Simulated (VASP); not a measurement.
Crystal: Sb.

```
CELL_PARAMETERS angstrom
-1.87134 1.87134 1.87134
1.87134 -1.87134 1.87134
1.87134 1.87134 -1.87134
ATOMIC_POSITIONS crystal
Sb 0.00000 0.00000 0.00000
```

```yaml
Program: VASP 6.6.1
Task: relaxation of cell and atoms
Functional: BLYP
Dispersion: D4
Potentials_or_basis: VASP PAW PBE potentials, release 64 (Sb)
Cutoff: 600 eV
k_mesh: 10 × 10 × 10
Occupations: fermi-dirac, width 0.05 eV
Spin: no spin polarisation
```

At the start: pressure 3.1 GPa; volume 26.21 Å³/atom.

Question: How do energy, volume and symmetry change on relaxing?

Answer: Over 3 steps the energy falls by 11.8 meV/atom and the volume is 27.50 Å³/atom (+4.9 %); space group Im-3m (No. 229, to 0.05 Å).

The path:
```
step  energy change (eV)  largest force (eV/Å)  pressure (GPa)  volume (Å³)
   1              0.0000                0.0000            3.08        26.21
   2             -0.0090                0.0000           -1.30        28.17
   3             -0.0118                0.0000            0.01        27.50
```

Final structure:
```yaml
crystal:
  lattice:
    - [-1.90141, 1.90141, 1.90141]
    - [1.90141, -1.90141, 1.90141]
    - [1.90141, 1.90141, -1.90141]
  atoms:
    - { symbol: Sb, position: [0.00000, 0.00000, 0.00000] }
```

Caveat: the PAW data sets were made with another functional, which shifts forces and pressure a little; pairwise dispersion overbinds metals, which lowers pressure and volume.
